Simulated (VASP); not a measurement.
# Mg2Pd (I4/mmm) in VASP: a series of runs

The runs below take Mg2Pd through single point, with LDA.

Everything below comes from runs of VASP 6.6.1. Logs are shortened: lines on timing, memory, paths and dates and some standing lists are left out, and cuts for length are marked.

## 1. The cell of the first run

The structure is tetragonal, space group I4/mmm (No. 139). The conventional cell has a = 3.240 Å, b = 3.240 Å, c = 10.080 Å, α = 90.00°, β = 90.00°, γ = 90.00°. Within 3.6 Å of Mg (site symmetry 4mm) lie 5 Pd at 2.73 to 3.56 Å and 9 Mg at 2.97 to 3.24 Å. Within 3.6 Å of Pd (site symmetry 4/mmm) lie 10 Mg at 2.73 to 3.56 Å and 4 Pd at 3.24 Å.

## 2. Single point, LDA

File INCAR:

```
PREC = Accurate
ENCUT = 520
EDIFF = 1E-7
ISMEAR = 1
SIGMA = 0.15
LREAL = False
LASPH = True
NELM = 80
ALGO = Normal
ISIF = 2
LWAVE = False
LCHARG = True
GGA = CA
LELF = True
LVHAR = True
NBANDS = 14
```

File KPOINTS:

```
regular mesh
0
Gamma
  8 8 8
```

File POSCAR:

```
Mg2Pd
1.0
   -1.6200259000      1.6200259000      5.0401132800
    1.6200259000     -1.6200259000      5.0401132800
    1.6200259000      1.6200259000     -5.0401132800
Mg Pd
2 1
Direct
    0.6472166100      0.6472166100      0.0000000000
    0.3527833900      0.3527833900      0.0000000000
    0.0000000000      0.0000000000      0.0000000000
```

Potentials or basis: VASP PAW LDA potentials, release 64 (Mg, Pd).

Run with:

```
cat potpaw_LDA.64/Mg/POTCAR potpaw_LDA.64/Pd/POTCAR > POTCAR
mpirun -np 1 vasp_std > vasp.out
```

OUTCAR:

```text
PREC = Accurate
   ENCUT = 520
   EDIFF = 1E-7
   ISMEAR = 1
   LREAL = False
   LASPH = True
   NELM = 80
   ISIF = 2
   GGA = CA

 ion  position               nearest neighbor table
   1  0.647  0.647  0.000-   3 2.73   3 2.73   3 2.73   3 2.73   2 2.97   2 3.09   2 3.09   2 3.09
                             2 3.09
   2  0.353  0.353  0.000-   3 2.73   3 2.73   3 2.73   3 2.73   1 2.97   1 3.09   1 3.09   1 3.09
                             1 3.09
   3  0.000  0.000  0.000-   1 2.73   2 2.73   1 2.73   2 2.73   1 2.73   2 2.73   2 2.73   1 2.73

  LATTYP: Found a body centered tetragonal cell.
 ALAT       =     3.2400518000
 C/A-ratio  =     3.1111312973

  Lattice vectors:

 A1 = (  -1.6200259000,   1.6200259000,   5.0401132800)
 A2 = (   1.6200259000,  -1.6200259000,   5.0401132800)
 A3 = (   1.6200259000,   1.6200259000,  -5.0401132800)

Analysis of symmetry for initial positions (statically):
=====================================================================
 Subroutine PRICEL returns:
 Original cell was already a primitive cell.

 Routine SETGRP: Setting up the symmetry group for a
 body centered tetragonal supercell.

 Subroutine GETGRP returns: Found 16 space group operations
 (whereof 16 operations were pure point group operations)
 out of a pool of 16 trial point group operations.

The static configuration has the point symmetry D_4h.

Analysis of symmetry for dynamics (positions and initial velocities):
=====================================================================
 Subroutine PRICEL returns:
 Original cell was already a primitive cell.

 Routine SETGRP: Setting up the symmetry group for a
 body centered tetragonal supercell.

 Subroutine GETGRP returns: Found 16 space group operations
 (whereof 16 operations were pure point group operations)
 out of a pool of 16 trial point group operations.

The dynamic configuration has the point symmetry D_4h.

 Subroutine INISYM returns: Found 16 space group operations
 (whereof 16 operations are pure point group operations),
 and found     1 'primitive' translations

----------------------------------------------------------------------------------------

                                     Primitive cell

  volume of cell :      52.9108

  direct lattice vectors                    reciprocal lattice vectors
    -1.620025900  1.620025900  5.040113280     0.000000000  0.308637041  0.099204119
     1.620025900 -1.620025900  5.040113280     0.308637041  0.000000000  0.099204119
     1.620025900  1.620025900 -5.040113280     0.308637041  0.308637041  0.000000000

  length of vectors
     5.536398623  5.536398623  5.536398623     0.324188649  0.324188649  0.436478689

  position of ions in fractional coordinates (direct lattice)
     0.647216610  0.647216610  0.000000000
     0.352783390  0.352783390  0.000000000
     0.000000000  0.000000000  0.000000000

  ion indices of the primitive-cell ions
   primitive index   ion index
                 1           1
                 2           2
                 3           3

----------------------------------------------------------------------------------------

 KPOINTS: regular mesh

Automatic generation of k-mesh.
 Grid dimensions read from file:
 generate k-points for:    8    8    8

 Generating k-lattice:

  Cartesian coordinates                     Fractional coordinates (reciprocal lattice)
     0.000000000  0.038579630  0.012400515     0.125000000 -0.000000000  0.000000000
     0.038579630  0.000000000  0.012400515    -0.000000000  0.125000000  0.000000000
     0.038579630  0.038579630  0.000000000     0.000000000  0.000000000  0.125000000

  Length of vectors
     0.040523581  0.040523581  0.054559836

  Shift w.r.t. Gamma in fractional coordinates (k-lattice)
     0.000000000  0.000000000  0.000000000

 Subroutine IBZKPT returns following result:
 ===========================================

 Found     59 irreducible k-points:

 Following reciprocal coordinates:
            Coordinates               Weight
  0.000000  0.000000  0.000000      1.000000
  0.125000  0.000000  0.000000      8.000000
  0.250000  0.000000  0.000000      8.000000
  0.375000 -0.000000  0.000000      8.000000
  0.500000  0.000000  0.000000      4.000000
  0.125000  0.125000  0.000000      8.000000
[... 16 lines left out ...]
  0.250000  0.125000  0.125000     16.000000
  0.375000  0.125000  0.125000      8.000000
 [... further k-points ...]
   k-points           NKPTS =     59   k-points in BZ     NKDIM =     59   number of bands    NBANDS=     14
   number of dos      NEDOS =    301   number of ions     NIONS =      3
   total plane-waves  NPLWV =  74088
   dimension x,y,z NGX =    42 NGY =   42 NGZ =   42
   dimension x,y,z NGXF=    84 NGYF=   84 NGZF=   84
   ions per type =               2   1
   NGX,Y,Z   is equivalent  to a cutoff of  12.61, 12.61, 12.61 a.u.
   NGXF,Y,Z  is equivalent  to a cutoff of  25.22, 25.22, 25.22 a.u.
 SYSTEM =  unknown system
   PREC   = accura    normal or accurate (medium, high low for compatibility)
   ISTART =      0    job   : 0-new  1-cont  2-samecut
   ICHARG =      2    charge: 1-file 2-atom 10-const
   ISPIN  =      1    spin polarized calculation?
   LNONCOLLINEAR =      F non collinear calculations
   LSORBIT =      F    spin-orbit coupling
   LASPH  =      T    aspherical Exc in radial PAW
   ENCUT  =  520.0 eV  38.22 Ry    6.18 a.u.  10.29 10.29 10.29*2*pi/ulx,y,z
   NELM   =     80;   NELMIN=  2; NELMDL= -5     # of ELM steps
   EDIFF  = 0.1E-06   stopping-criterion for ELM
   LREAL  =      F    real-space projection
   EDIFFG = 0.1E-05   stopping-criterion for IOM
   NSW    =      0    number of steps for IOM
   IBRION =     -1    ionic relax: 0-MD 1-quasi-New 2-CG
   NFREE  =      0    steps in history (QN), initial steepest desc. (CG)
   ISIF   =      2    stress and relaxation
   ISYM   =      2    0-nonsym 1-usesym 2-fastsym
   POTIM  = 0.5000    time-step for ionic-motion
   TEBEG  =    0.0;   TEEND  =   0.0 temperature during run
   PSTRESS=    0.0 pullay stress
   NELECT =      14.0000    total number of electrons
   NUPDOWN=      -1.0000    fix difference up-down
   EMIN   =  10.00;   EMAX   =-10.00  energy-range for DOS
   EFERMI =   0.00;   METHOD = LEGACY
   ISMEAR =     1;   SIGMA  =   0.15  broadening in eV -4-tet -1-fermi 0-gaus
   EFERMI_NEDOS =   21; number of points for ismear=-14 and -15
   IALGO  =     38    algorithm
   IMIX   =      4    mixing-type and parameters
     AMIX     =   0.40;   BMIX     =  1.00
     AMIX_MAG =   1.60;   BMIX_MAG =  1.00
  volume/ion in A,a.u.               =      17.64       119.02
  Fermi-wavevector in a.u.,A,eV,Ry     =   1.051000  1.986102 15.029013  1.104601
  Thomas-Fermi vector in A             =   2.186026
   LORBIT       =      0    0 simple, 1 ext, 2 COOP (PROOUT), +10 PAW based schemes
   GGA     = CA    functional components
   LHFCALC =     F    Hartree Fock is set to
   AEXX    =    0.0000 exact exchange contribution
   IVDW    =     0    specifies the selected vdW correction
   LEPSILON=     F    determine dielectric tensor
   LRPA    =     F    only Hartree local field effects (RPA)
 non-spin polarized calculation
 Methfessel and Paxton  Order N= 1 SIGMA  =   0.15
  energy-cutoff  :      520.00
  volume of cell :       52.91
 maximum number of plane-waves:      1441
 NGX is ok and might be reduce to    42
   NGX = 21   NGY = 21   NGZ = 21

 number of electron      13.9999999 magnetization

 Free energy of the ion-electron system (eV)
  ---------------------------------------------------
  ext. energy  EPLUGINS =         0.00000000
  ---------------------------------------------------
  free energy    TOTEN  =       -11.77117806 eV

  energy without entropy =      -11.76984784  energy(sigma->0) =      -11.77073466

 E-fermi :   5.0225     XC(G=0): -10.4623

 val. band max:        4.9884961131   @ k =  -0.2500   0.5000   0.1250
 cond. band min:       5.0429424510   @ k =  -0.1250   0.1250   0.1250
 fundamental gap:      0.0544463380
 Fermi energy:         5.0225282396

 k-point     1 :       0.0000    0.0000    0.0000
  band No.  band energies     occupation
      1      -2.4122      2.00000
      2       0.8445      2.00000
      3       1.2244      2.00000
      4       2.4768      2.00000
      5       2.4768      2.00000
      6       2.8523      2.00000
      7       3.8687      2.00000
      8       5.3406     -0.01063
      9      11.8484      0.00000
     10      12.5445      0.00000
     11      12.5445      0.00000
     12      13.2590      0.00000
     13      13.2590      0.00000
     14      15.2735      0.00000

 k-point     2 :       0.1250    0.0000    0.0000
  band No.  band energies     occupation
      1      -2.1486      2.00000
      2       0.9591      2.00000
      3       1.3217      2.00000
      4       2.1399      2.00000
      5       2.4930      2.00000
      6       2.7367      2.00000
      7       4.0333      2.00000
      8       5.7606     -0.00000
      9      10.1428      0.00000
     10      11.0225      0.00000
     11      12.7300      0.00000
     12      13.6413      0.00000
     13      13.6460      0.00000
     14      15.9985      0.00000

 k-point     3 :       0.2500    0.0000    0.0000
  band No.  band energies     occupation
      1      -1.3871      2.00000
      2       1.1435      2.00000
      3       1.5776      2.00000
      4       1.7682      2.00000
      5       2.4761      2.00000
      6       2.5327      2.00000
      7       4.1036      2.00000
      8       6.6767     -0.00000
      9       7.8572     -0.00000
     10       9.0526      0.00000
     11      13.2262      0.00000
     12      14.2910      0.00000
     13      14.7621      0.00000
     14      15.4148      0.00000

 k-point     4 :       0.3750   -0.0000    0.0000
  band No.  band energies     occupation
      1      -0.2614      2.00000
      2       1.1021      2.00000
      3       1.5387      2.00000
      4       2.1357      2.00000
      5       2.2378      2.00000
      6       2.5726      2.00000
      7       4.0516      2.00000
      8       5.2621     -0.04639
      9       7.3426     -0.00000
     10       8.9144      0.00000
     11      13.9987      0.00000
     12      14.0308      0.00000
     13      14.9141      0.00000
     14      16.2921      0.00000

 k-point     5 :       0.5000    0.0000    0.0000
  band No.  band energies     occupation
      1       0.5142      2.00000
      2       1.0679      2.00000
      3       1.7534      2.00000
      4       1.9402      2.00000
      5       2.1445      2.00000
      6       2.5893      2.00000
      7       4.1927      2.00000
      8       4.2470      2.00000
      9       6.7473     -0.00000
     10       9.9762      0.00000
     11      12.8544      0.00000
[... 276 lines left out ...]
 k-point    22 :       0.1250    0.1250    0.1250
  band No.  band energies     occupation
      1      -0.5255      2.00000
      2       1.4576      2.00000
      3       1.8151      2.00000
      4       1.8931      2.00000
      5       1.9719      2.00000
      6       2.2277      2.00000
      7       4.9714      1.54121
      8       7.5496     -0.00000
      9       7.9012     -0.00000
     10       9.3395      0.00000
     11       9.4855      0.00000
     12      10.5546      0.00000
     13      14.1019      0.00000
     14      17.2428      0.00000

 k-point    23 :       0.2500    0.1250    0.1250
  band No.  band energies     occupation
      1       0.3969      2.00000
      2       1.2579      2.00000
      3       1.7240      2.00000
      4       1.9073      2.00000
      5       2.1112      2.00000
      6       2.7372      2.00000
      7       5.0838      0.36839
      8       5.9732     -0.00000
      9       7.9934     -0.00000
     10       9.0784      0.00000
     11      10.1004      0.00000
     12      11.5753      0.00000
     13      12.3186      0.00000
     14      14.9859      0.00000

 k-point    24 :       0.3750    0.1250    0.1250
  band No.  band energies     occupation
      1       0.9041      2.00000
      2       1.0652      2.00000
      3       1.8575      2.00000
      4       1.8584      2.00000
      5       2.1794      2.00000
      6       3.4183      2.00000
      7       4.3211      2.00000
      8       5.5997     -0.00000
      9       7.2178     -0.00000
     10      10.1871      0.00000
     11      10.3275      0.00000
     12      11.8615      0.00000
     13      13.2682      0.00000
     14      13.2987      0.00000

 [... further k-points ...]
[... 5 lines left out ...]
  --------------------------------------------------------------------------------------
  -------------------------------------------------------------------------------------
  Total       -1.3488961     -1.3488961     -1.2137483      0.0000000      0.0000000     -0.0000000
  in kB      -40.8455632    -40.8455632    -36.7531866      0.0000000      0.0000000     -0.0000000
  external PRESSURE =     -39.4814377 kB  Pullay stress =       0.0000000 kB

 VOLUME and BASIS-vectors are now :
 -----------------------------------------------------------------------------
  energy-cutoff  :      520.00
  volume of cell :       52.91
      direct lattice vectors                 reciprocal lattice vectors
    -1.620025900  1.620025900  5.040113280     0.000000000  0.308637041  0.099204119
     1.620025900 -1.620025900  5.040113280     0.308637041  0.000000000  0.099204119
     1.620025900  1.620025900 -5.040113280     0.308637041  0.308637041  0.000000000

 POSITION                                       TOTAL-FORCE (eV/Angst)
 -----------------------------------------------------------------------------------
      0.00000      0.00000      6.52409        -0.000000     -0.000000     -0.204327
      0.00000      0.00000      3.55614         0.000000      0.000000      0.204327
      0.00000      0.00000      0.00000         0.000000      0.000000     -0.000000
 -----------------------------------------------------------------------------------
    total drift:                               -0.000000     -0.000000      0.000000

  FREE ENERGIE OF THE ION-ELECTRON SYSTEM (eV)
  ---------------------------------------------------
  free  energy   TOTEN  =       -11.7711780646 eV

  energy  without entropy=      -11.7698478413  energy(sigma->0) =      -11.77073466
```

Run time: 83 s. Hardware: 1 thread of AMD EPYC 7R13 (Zen 3), shared host; peak memory 0.2 GiB.

Results:

| Item | Value |
| --- | --- |
| Free energy | -11.7712 eV |
| Pressure | -3.9 GPa |
| Largest force | 0.204 eV/Å |
| Band gap on the k mesh | zero (band 7 reaches 6.87 eV, above the bottom of band 8 at 4.25 eV) |

Forces on the atoms (eV/Å):
```
Mg   0.000  0.000 -0.204
Mg   0.000  0.000  0.204
Pd   0.000  0.000  0.000
```

(Part 1 of 2 ends here.)
